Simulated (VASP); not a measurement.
InSe, 4 atoms in the cell. The structure is trigonal, space group R3m (No. 160). Conventional cell: a = 3.961 Å, b = 3.961 Å, c = 24.182 Å, α = 90.00°, β = 90.00°, γ = 120.00°. In (site symmetry 3m) has 3 Se at 2.62 Å and 1 In at 2.75 Å within 3.5 Å. Within 3.5 Å of In (site symmetry 3m) lie 3 Se at 2.63 Å and 1 In at 2.75 Å. Se (site symmetry 3m) has 3 In at 2.62 Å and 3 Se at 3.57 Å within 3.6 Å. Se (site symmetry 3m) has 3 In at 2.63 Å and 3 Se at 3.57 Å within 3.6 Å. 

```yaml
Program: VASP 6.6.1
Task: single point
Functional: PBEsol
Dispersion: D3(BJ)
Potentials_or_basis: VASP PAW PBE potentials, release 64 (In_d, Se)
Cutoff: 520 eV
k_mesh: 8 × 8 × 8
Occupations: fermi-dirac, width 0.05 eV
Spin: no spin polarisation
Dipole_correction: no
Further_INCAR_settings: ALGO = Normal; EDIFF = 1e-06; NBANDS = 27
```

Potentials or basis: VASP PAW PBE potentials, release 64 (In_d, Se).

Launch:

```console
$ cat potpaw_PBE.64/In_d/POTCAR potpaw_PBE.64/Se/POTCAR > POTCAR
$ mpirun -np 1 vasp_std > vasp.out
```

Hardware: 1 thread of Intel(R) Xeon(R) 6975P-C (Granite Rapids), on a shared host.

**Question.** Estimate the wall time of this run.

**Answer.** Run time: 4.7 min on 1 thread of Intel(R) Xeon(R) 6975P-C (Granite Rapids), with other jobs on the host, peak memory 0.61 GiB. Counts: scf iterations 14, k points 65.
